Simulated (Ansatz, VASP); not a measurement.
**Bi in VASP and in Ansatz**

Contents of POSCAR:

```
Bi
1.0
    2.2675000000      1.3091417354      3.9380000000
   -2.2675000000      1.3091417354      3.9380000000
    0.0000000000     -2.6182834708      3.9380000000
Bi
2
Direct
    0.7660000000      0.7660000000      0.7660000000
    0.2340000000      0.2340000000      0.2340000000
```

Contents of INCAR.step1:

```
SYSTEM = Bi
ALGO     = Normal         ! electronic algorithm
EDIFF    = 1E-4           ! SCF threshold, eV
ENCUT    = 600            ! plane-wave cutoff, eV
GGA      = PE             ! functional
ISMEAR   = -1             ! smearing method
LASPH    = .True.         ! aspherical terms in the spheres
LCHARG   = .False.        ! write CHGCAR
LREAL    = .False.        ! projectors in reciprocal space
LWAVE    = .True.         ! write WAVECAR
NELM     = 80             ! most SCF steps
PREC     = Accurate       ! precision mode
SIGMA    = 0.05           ! smearing width, eV
```

Contents of INCAR.step2:

```
SYSTEM = Bi
ALGO     = Normal         ! electronic algorithm
EDIFF    = 1E-6           ! SCF threshold, eV
EDIFFG   = -0.01          ! ionic threshold
ENCUT    = 600            ! plane-wave cutoff, eV
IBRION   = 2              ! ionic algorithm
ISIF     = 3              ! what is computed and relaxed
ISMEAR   = -1             ! smearing method
ISTART   = 1            
LASPH    = .True.         ! aspherical terms in the spheres
LCHARG   = .False.        ! write CHGCAR
LMIXTAU  = .True.       
LREAL    = .False.        ! projectors in reciprocal space
LWAVE    = .False.        ! write WAVECAR
METAGGA  = R2SCAN         ! meta-GGA
NELM     = 80             ! most SCF steps
NSW      = 60             ! ionic steps
PREC     = Accurate       ! precision mode
SIGMA    = 0.05           ! smearing width, eV
```

The input KPOINTS:

```
k-points
0
Gamma
  7 7 7
  0 0 0
```

Contents of input.yaml:

```yaml
crystal:
  lattice:
    - [2.2675, 1.3091417354, 3.938]
    - [-2.2675, 1.3091417354, 3.938]
    - [0.0, -2.6182834708, 3.938]
  atoms:
    - { symbol: Bi, position: [0.766, 0.766, 0.766] }
    - { symbol: Bi, position: [0.234, 0.234, 0.234] }
hamiltonian:
  xc: r2scan
  pseudopotentials: { kind: paw }
kpoints:
  mp_grid: { grid: [7, 7, 7] }
scf:
  occupations: { method: fermi_dirac, width: 0.05 }
output:
  forces: true
  stress: true
  eigenvalues: true
  write_density: true
  write_potential: true
  elf: true
  volumetric_format: npy
relax:
  f_tol: 0.01
  max_steps: 40
  cell: { stress_tol: 0.05 }
```

Alike in both runs: task relaxation of cell and atoms; functional r2SCAN; k mesh 7 × 7 × 7; occupations fermi-dirac, width 0.05 eV; no spin polarisation.

|  | VASP | Ansatz |
| --- | --- | --- |
| version | VASP 6.6.1 | Ansatz 0.2.0 |
| potentials or method | VASP PAW PBE potentials, release 64 (Bi_d) | Ansatz PAW |
| plane-wave cutoff (eV) | 600 | 500 |
| valence electrons in the cell | 30 | 30 |

|  | VASP | Ansatz | Ansatz less VASP |
| --- | --- | --- | --- |
| gap on the k mesh at the Fermi level, each at its own relaxed structure (eV) | 0.15 | 0.15 | -0.003 |
| relaxed volume (Å³/atom) | 36.38 | 36.44 | +0.062 |
| relaxed cell length with the largest relative difference (Å) | 4.839 | 4.844 | +0.0042 |

VASP's potentials were made for PBE, not for r2SCAN.

Spin-orbit coupling is off throughout. Noted on Ansatz's run: odd divisions of the mesh miss points on the zone boundary, where band edges often lie, so the gap on the mesh can be too wide; the plane-wave basis is chosen anew once the cell has moved, so the energies of steps on either side of that aren't comparable.
